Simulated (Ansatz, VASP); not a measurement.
This is a calculation of CoO for Ansatz 0.2.0.

File input.yaml:

```yaml
crystal:
  lattice:
    - [0.0, 2.1315, 2.1315]
    - [2.1315, 0.0, 2.1315]
    - [2.1315, 2.1315, 0.0]
  atoms:
    - { symbol: Co, position: [0.0, 0.0, 0.0], spin: 2.0 }
    - { symbol: O, position: [0.5, 0.5, 0.5] }
kpoints:
  mp_grid: { grid: [11, 11, 11] }
scf:
  occupations: { method: fermi_dirac, width: 0.05 }
hamiltonian:
  xc: pbesol
  pseudopotentials: { kind: all_electron, lapw: { basis_error: 0.001 } }
magnetization:
  spin_polarized: true
output:
  forces: true
  stress: true
relax:
  f_tol: 0.01
  max_steps: 60
  cell: {}
```

Potentials or basis: all-electron LAPW, scalar-relativistic.

The run is started by

```sh
$ ansatz run input.yaml --threads 2 --pin off --max-ram 6144MiB --backend cpu --events-out ev --progress --plain --runs-dir out
```

**Question.** Translate it to VASP 6.6.1. Potentials there: VASP PAW PBE potentials, release 64 (Co, O).

**Answer.** As run (the cutoff follows the program's own potentials):

The input INCAR:

```
SYSTEM = CoO
ALGO = Normal
EDIFF = 1E-6
EDIFFG = -0.01
ENCUT = 600
GGA = PS
IBRION = 2
ISIF = 3
ISMEAR = -1
ISPIN = 2
LASPH = .True.
LCHARG = .False.
LMAXMIX = 4
LORBIT = 11
LREAL = .False.
LWAVE = .False.
MAGMOM = 2 0
NELM = 150
NSW = 80
PREC = Accurate
SIGMA = 0.05
```

Contents of KPOINTS:

```
k-points
0
Gamma
  11 11 11
  0 0 0
```

The input POSCAR:

```
CoO
1.0
    0.0000000000      2.1315000000      2.1315000000
    2.1315000000      0.0000000000      2.1315000000
    2.1315000000      2.1315000000      0.0000000000
Co O
1 1
Direct
    0.0000000000      0.0000000000      0.0000000000
    0.5000000000      0.5000000000      0.5000000000
```

Potentials or basis: VASP PAW PBE potentials, release 64 (Co, O).

The run is started by

```bash
$ cat potpaw_PBE.64/Co/POTCAR potpaw_PBE.64/O/POTCAR > POTCAR
$ mpirun -np 1 vasp_std > vasp.out
```

Both were run:

|  | VASP | Ansatz | Ansatz less VASP |
| --- | --- | --- | --- |
| net moment per atom (μB) | 1.38 | 1.40 | +0.025 |
| size of the moment on the site where the two differ most (μB) | 2.43 | 2.47 | +0.040 |
| relaxed volume (Å³/atom) | 9.03 | 9.07 | +0.044 |
| relaxed cell length with the largest relative difference (Å) | 2.945 | 2.950 | +0.0047 |

VASP's potentials were made for PBE, not for PBEsol. Site moments also hang on the region over which each program counts them. Ansatz ran all-electron here, and VASP with PAW potentials.
